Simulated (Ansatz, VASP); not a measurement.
One calculation of SnTe, two programs

```
Te Sn
1.0
     0.00000    3.15085    3.15085
     3.15085    0.00000    3.15085
     3.15085    3.15085    0.00000
Te Sn
1 1
Direct
  0.50000 0.50000 0.50000
  0.00000 0.00000 0.00000
```

Alike in both runs: task relaxation of cell and atoms; functional RPBE; dispersion D3(BJ); k mesh 7 × 7 × 7; occupations fermi-dirac, width 0.05 eV; no spin polarisation.

```csv
,VASP,Ansatz
version,VASP 6.6.1,Ansatz 0.2.0
potentials or method,"VASP PAW PBE potentials, release 64 (Te, Sn_d)",Ansatz PAW
plane-wave cutoff (eV),600,420
valence electrons in the cell,20,30
```

|  | VASP | Ansatz | Ansatz less VASP |
| --- | --- | --- | --- |
| relaxed volume (Å³/atom) | 25.34 | 25.31 | -0.026 |
| relaxed cell length with the largest relative difference (Å) | 4.154 | 4.152 | -0.0014 |

VASP's potentials were made for PBE, not for RPBE. VASP's potentials hold 20 valence electrons a cell and Ansatz's 30, so a difference there can come from the potentials and not from the codes.

Spin-orbit coupling is off throughout. Noted on VASP's run: the volume moved by over 15 % at a fixed basis, so the end points are rough. Noted on Ansatz's run: the volume moved by over 15 % at a fixed basis, so the end points are rough; the plane-wave basis is chosen anew once the cell has moved, so the energies of steps on either side of that aren't comparable.
